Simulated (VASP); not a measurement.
# CaSiH6 (R-3m) in VASP: notebook

CaSiH6 is run at these levels: PBEsol, r2SCAN+rVV10; tasks: single point, relaxation of cell and atoms.

Program: VASP 6.6.1. These are calculated values, not measurements. Logs are shortened: lines on timing, memory, paths and dates and some standing lists are left out, and cuts for length are marked.

## 1. The cell of the first run

Symmetry: R-3m, No. 166, trigonal system. Conventional cell: a = 6.305 Å, b = 6.305 Å, c = 5.836 Å, α = 90.00°, β = 90.00°, γ = 120.00°. Within 3.1 Å of Ca (site symmetry -3m) lie 12 H at 2.34 to 2.36 Å and 2 Si at 2.92 Å. Si (site symmetry -3m) has 6 H at 1.60 Å within 2.1 Å. H (site symmetry m) has 1 Si at 1.60 Å within 2.1 Å.

## 2. Single point, PBEsol

File INCAR:

```
PREC = Accurate ; ENCUT = 520
EDIFF = 1E-6 ; ISMEAR = -1
SIGMA = 0.03 ; LREAL = False
LASPH = True ; NELM = 100
ALGO = Normal ; ISIF = 2
LWAVE = False ; LCHARG = True
GGA = PS ; LELF = True
LVHAR = True ; NBANDS = 20
```

File KPOINTS:

```
regular mesh
0
Gamma
  4 4 4
```

File POSCAR:

```
CaSiH6
1.0
    3.1525125916      1.8201039948      1.9452874403
   -3.1525125916      1.8201039948      1.9452874403
    0.0000000000     -3.6402079854      1.9452874442
Ca Si H
1 1 6
Direct
    0.5000000000      0.5000000000      0.5000000000
    0.0000000000      0.0000000000      0.0000000000
    0.9304365857      0.2823010769      0.2823010769
    0.2823010769      0.9304365857      0.2823010769
    0.2823010769      0.2823010769      0.9304365857
    0.0695634143      0.7176989231      0.7176989231
    0.7176989231      0.0695634143      0.7176989231
    0.7176989231      0.7176989231      0.0695634143
```

Potentials or basis: VASP PAW PBE potentials, release 64 (Ca_sv, Si, H).

Launch:

```sh
$ cat potpaw_PBE.64/Ca_sv/POTCAR potpaw_PBE.64/Si/POTCAR potpaw_PBE.64/H/POTCAR > POTCAR
$ mpirun -np 1 vasp_std > vasp.out
```

OUTCAR:

```text
PREC = Accurate
   ENCUT = 520
   EDIFF = 1E-6
   ISMEAR = -1
   LREAL = False
   LASPH = True
   NELM = 100
   ISIF = 2
   GGA = PS

 ion  position               nearest neighbor table
   1  0.500  0.500  0.500-   2 2.92   2 2.92
   2  0.000  0.000  0.000-   3 1.60   4 1.60   6 1.60   7 1.60   5 1.60   8 1.60   1 2.92   1 2.92

   3  0.930  0.282  0.282-   2 1.60
   4  0.282  0.930  0.282-   2 1.60
   5  0.282  0.282  0.930-   2 1.60
   6  0.070  0.718  0.718-   2 1.60
   7  0.718  0.070  0.718-   2 1.60
   8  0.718  0.718  0.070-   2 1.60

  LATTYP: Found a trigonal (rhomboedric) cell.
 ALAT       =     4.1273790009
 COS(alpha) =    -0.1667960626

  Lattice vectors:

 A1 = (   3.1525125916,   1.8201039948,   1.9452874403)
 A2 = (  -3.1525125916,   1.8201039948,   1.9452874403)
 A3 = (   0.0000000000,  -3.6402079854,   1.9452874442)

Analysis of symmetry for initial positions (statically):
=====================================================================
 Subroutine PRICEL returns:
 Original cell was already a primitive cell.

 Routine SETGRP: Setting up the symmetry group for a
 trigonal (rhombohedral) supercell.

 Subroutine GETGRP returns: Found 12 space group operations
 (whereof 12 operations were pure point group operations)
 out of a pool of 12 trial point group operations.

The static configuration has the point symmetry D_3d.

Analysis of symmetry for dynamics (positions and initial velocities):
=====================================================================
 Subroutine PRICEL returns:
 Original cell was already a primitive cell.

 Routine SETGRP: Setting up the symmetry group for a
 trigonal (rhombohedral) supercell.

 Subroutine GETGRP returns: Found 12 space group operations
 (whereof 12 operations were pure point group operations)
 out of a pool of 12 trial point group operations.

The dynamic configuration has the point symmetry D_3d.

 Subroutine INISYM returns: Found 12 space group operations
 (whereof 12 operations are pure point group operations),
 and found     1 'primitive' translations

----------------------------------------------------------------------------------------

                                     Primitive cell

  volume of cell :      66.9712

  direct lattice vectors                    reciprocal lattice vectors
     3.152512592  1.820103995  1.945287440     0.158603649  0.091569859  0.171354282
    -3.152512592  1.820103995  1.945287440    -0.158603649  0.091569859  0.171354282
     0.000000000 -3.640207985  1.945287444     0.000000000 -0.183139719  0.171354282

  length of vectors
     4.127379001  4.127379001  4.127379001     0.250803602  0.250803602  0.250803602

  position of ions in fractional coordinates (direct lattice)
     0.500000000  0.500000000  0.500000000
     0.000000000  0.000000000  0.000000000
     0.930436586  0.282301077  0.282301077
     0.282301077  0.930436586  0.282301077
     0.282301077  0.282301077  0.930436586
     0.069563414  0.717698923  0.717698923
     0.717698923  0.069563414  0.717698923
     0.717698923  0.717698923  0.069563414

  ion indices of the primitive-cell ions
   primitive index   ion index
                 1           1
                 2           2
                 3           3
                 4           4
                 5           5
                 6           6
                 7           7
                 8           8

----------------------------------------------------------------------------------------

 KPOINTS: regular mesh

Automatic generation of k-mesh.
 Grid dimensions read from file:
 generate k-points for:    4    4    4

 Generating k-lattice:

  Cartesian coordinates                     Fractional coordinates (reciprocal lattice)
     0.039650912  0.022892465  0.042838571     0.250000000  0.000000000  0.000000000
    -0.039650912  0.022892465  0.042838571     0.000000000  0.250000000  0.000000000
     0.000000000 -0.045784930  0.042838571     0.000000000  0.000000000  0.250000000

  Length of vectors
     0.062700900  0.062700900  0.062700900

  Shift w.r.t. Gamma in fractional coordinates (k-lattice)
     0.000000000  0.000000000  0.000000000

 Subroutine IBZKPT returns following result:
 ===========================================

 Found     13 irreducible k-points:

 Following reciprocal coordinates:
            Coordinates               Weight
  0.000000  0.000000  0.000000      1.000000
  0.250000 -0.000000  0.000000      6.000000
  0.500000 -0.000000  0.000000      3.000000
  0.250000  0.250000 -0.000000      6.000000
  0.500000  0.250000  0.000000     12.000000
 -0.250000  0.250000  0.000000      6.000000
  0.500000  0.500000 -0.000000      3.000000
  0.250000  0.250000  0.250000      2.000000
  0.500000  0.250000  0.250000      6.000000
 -0.250000  0.250000  0.250000      6.000000
  0.500000  0.500000  0.250000      6.000000
 -0.250000  0.500000  0.250000      6.000000
  0.500000  0.500000  0.500000      1.000000
   k-points           NKPTS =     13   k-points in BZ     NKDIM =     13   number of bands    NBANDS=     20
   number of dos      NEDOS =    301   number of ions     NIONS =      8
   total plane-waves  NPLWV =  32768
   dimension x,y,z NGX =    32 NGY =   32 NGZ =   32
   dimension x,y,z NGXF=    64 NGYF=   64 NGZF=   64
   ions per type =               1   1   6
   NGX,Y,Z   is equivalent  to a cutoff of  12.89, 12.89, 12.89 a.u.
   NGXF,Y,Z  is equivalent  to a cutoff of  25.78, 25.78, 25.78 a.u.
 SYSTEM =  unknown system
   PREC   = accura    normal or accurate (medium, high low for compatibility)
   ISTART =      0    job   : 0-new  1-cont  2-samecut
   ICHARG =      2    charge: 1-file 2-atom 10-const
   ISPIN  =      1    spin polarized calculation?
   LNONCOLLINEAR =      F non collinear calculations
   LSORBIT =      F    spin-orbit coupling
   LASPH  =      T    aspherical Exc in radial PAW
   ENCUT  =  520.0 eV  38.22 Ry    6.18 a.u.   7.67  7.67  7.67*2*pi/ulx,y,z
   NELM   =    100;   NELMIN=  2; NELMDL= -5     # of ELM steps
   EDIFF  = 0.1E-05   stopping-criterion for ELM
   LREAL  =      F    real-space projection
   EDIFFG = 0.1E-04   stopping-criterion for IOM
   NSW    =      0    number of steps for IOM
   IBRION =     -1    ionic relax: 0-MD 1-quasi-New 2-CG
   NFREE  =      0    steps in history (QN), initial steepest desc. (CG)
   ISIF   =      2    stress and relaxation
   ISYM   =      2    0-nonsym 1-usesym 2-fastsym
   POTIM  = 0.5000    time-step for ionic-motion
   TEBEG  =    0.0;   TEEND  =   0.0 temperature during run
   PSTRESS=    0.0 pullay stress
   NELECT =      20.0000    total number of electrons
   NUPDOWN=      -1.0000    fix difference up-down
   EMIN   =  10.00;   EMAX   =-10.00  energy-range for DOS
   EFERMI =   0.00;   METHOD = LEGACY
   ISMEAR =    -1;   SIGMA  =   0.03  broadening in eV -4-tet -1-fermi 0-gaus
   EFERMI_NEDOS =   21; number of points for ismear=-14 and -15
   IALGO  =     38    algorithm
   IMIX   =      4    mixing-type and parameters
     AMIX     =   0.40;   BMIX     =  1.00
     AMIX_MAG =   1.60;   BMIX_MAG =  1.00
  volume/ion in A,a.u.               =       8.37        56.49
  Fermi-wavevector in a.u.,A,eV,Ry     =   1.094264  2.067859 16.291805  1.197414
  Thomas-Fermi vector in A             =   2.230565
   LORBIT       =      0    0 simple, 1 ext, 2 COOP (PROOUT), +10 PAW based schemes
   GGA     = PS    functional components
   LHFCALC =     F    Hartree Fock is set to
   AEXX    =    0.0000 exact exchange contribution
   IVDW    =     0    specifies the selected vdW correction
   LEPSILON=     F    determine dielectric tensor
   LRPA    =     F    only Hartree local field effects (RPA)
 non-spin polarized calculation
  energy-cutoff  :      520.00
  volume of cell :       66.97
 maximum number of plane-waves:      1814
 NGX is ok and might be reduce to    32
   NGX = 15   NGY = 15   NGZ = 15

 number of electron      19.9999998 magnetization

 Free energy of the ion-electron system (eV)
  ---------------------------------------------------
  ext. energy  EPLUGINS =         0.00000000
  ---------------------------------------------------
  free energy    TOTEN  =       -29.23350303 eV

  energy without entropy =      -29.23350303  energy(sigma->0) =      -29.23350303

 E-fermi :   2.7091     XC(G=0):  -9.5699

 val. band max:        1.9790456846   @ k =   0.5000  -0.0000   0.0000
 cond. band min:       3.4603091311   @ k =   0.0000   0.0000   0.0000
 fundamental gap:      1.4812634465
 Fermi energy:         2.7091184236

 k-point     1 :       0.0000    0.0000    0.0000
  band No.  band energies     occupation
      1     -37.3814      2.00000
      2     -18.5558      2.00000
      3     -18.4674      2.00000
      4     -18.4674      2.00000
      5      -8.2291      2.00000
      6      -1.3538      2.00000
[... 12 lines left out ...]
     19      11.0112      0.00000
     20      11.0112      0.00000

 k-point     2 :       0.2500   -0.0000    0.0000
  band No.  band energies     occupation
      1     -37.3797      2.00000
      2     -18.5718      2.00000
      3     -18.4896      2.00000
      4     -18.4657      2.00000
      5      -7.7883      2.00000
      6      -2.8601      2.00000
[... 12 lines left out ...]
     19      10.8538      0.00000
     20      12.7194      0.00000
[... 212 lines left out ...]
      3     -18.5228      2.00000
      4     -18.5018      2.00000
      5      -6.7300      2.00000
      6      -3.4744      2.00000
[... 12 lines left out ...]
     19      11.3329      0.00000
     20      11.8931      0.00000

 k-point    13 :       0.5000    0.5000    0.5000
  band No.  band energies     occupation
      1     -37.3719      2.00000
      2     -18.5845      2.00000
      3     -18.5378      2.00000
      4     -18.5378      2.00000
      5      -6.1443      2.00000
      6      -2.7198      2.00000
[... 12 lines left out ...]
     19      12.8157      0.00000
     20      12.8157      0.00000

------------------------ aborting loop because EDIFF is reached ----------------------------------------

  FORCE on cell =-STRESS in cart. coord.  units (eV):
  Direction    XX          YY          ZZ          XY          YZ          ZX
  --------------------------------------------------------------------------------------
  -------------------------------------------------------------------------------------
  Total       -0.0268093     -0.0268093      0.0224496      0.0000000      0.0000000      0.0000000
  in kB       -0.6413699     -0.6413699      0.5370713      0.0000000      0.0000000      0.0000000
  external PRESSURE =      -0.2485561 kB  Pullay stress =       0.0000000 kB

 VOLUME and BASIS-vectors are now :
 -----------------------------------------------------------------------------
  energy-cutoff  :      520.00
  volume of cell :       66.97
      direct lattice vectors                 reciprocal lattice vectors
     3.152512592  1.820103995  1.945287440     0.158603649  0.091569859  0.171354282
    -3.152512592  1.820103995  1.945287440    -0.158603649  0.091569859  0.171354282
     0.000000000 -3.640207985  1.945287444     0.000000000 -0.183139719  0.171354282

 POSITION                                       TOTAL-FORCE (eV/Angst)
 -----------------------------------------------------------------------------------
      0.00000      0.00000      2.91793        -0.000000     -0.000000      0.000000
      0.00000      0.00000      0.00000        -0.000000     -0.000000      0.000000
      2.04326      1.17967      2.90828         0.002411      0.001392     -0.004424
     -2.04326      1.17967      2.90828        -0.002411      0.001392     -0.004424
      0.00000     -2.35935      2.90828        -0.000000     -0.002784     -0.004424
     -2.04326     -1.17967      2.92758        -0.002411     -0.001392      0.004424
      2.04326     -1.17967      2.92758         0.002411     -0.001392      0.004424
      0.00000      2.35935      2.92758        -0.000000      0.002784      0.004424
 -----------------------------------------------------------------------------------
    total drift:                                0.000000      0.000000     -0.000000

  FREE ENERGIE OF THE ION-ELECTRON SYSTEM (eV)
  ---------------------------------------------------
  free  energy   TOTEN  =       -29.2335030348 eV

  energy  without entropy=      -29.2335030348  energy(sigma->0) =      -29.23350303
```

Run time: 31 s. Hardware: 1 thread of Intel Xeon 8259CL, shared host; peak memory 0.18 GiB.

What came out:

| Property | Result |
| --- | --- |
| Free energy | -29.2335 eV |
| Pressure | 0.0 GPa |
| Largest force | 0.005 eV/Å |
| Band gap on the k mesh | 1.48 eV (least direct gap 3.04 eV) |

Forces in eV/Å, atoms in the order of the input:
```
Ca   0.000  0.000  0.000
Si   0.000  0.000  0.000
H    0.002  0.001 -0.004
H   -0.002  0.001 -0.004
H    0.000 -0.003 -0.004
H   -0.002 -0.001  0.004
H    0.002 -0.001  0.004
H    0.000  0.003  0.004
```

Levels at points of the mesh, in eV from the valence-band top:
| k point | band 8 | band 9 | band 10 | band 11 | band 12 | band 13 |
| --- | --- | --- | --- | --- | --- | --- |
| (0.00, 0.00, 0.00) | -2.98 | -1.56 | -1.56 | 1.48 | 4.34 | 4.34 |
| (0.50, 0.00, 0.00) | -3.41 | -0.39 | 0.00 | 3.87 | 4.18 | 4.95 |
| (0.50, 0.50, 0.00) | -2.87 | -2.58 | -0.33 | 2.99 | 4.78 | 5.66 |
| (0.50, 0.50, 0.50) | -4.37 | -2.64 | -2.64 | 4.45 | 5.24 | 5.66 |

Caveat: the PAW data sets were made with another functional, which shifts forces and pressure a little. A k mesh can miss the band edges.

(Continued in part 2 of 3.)
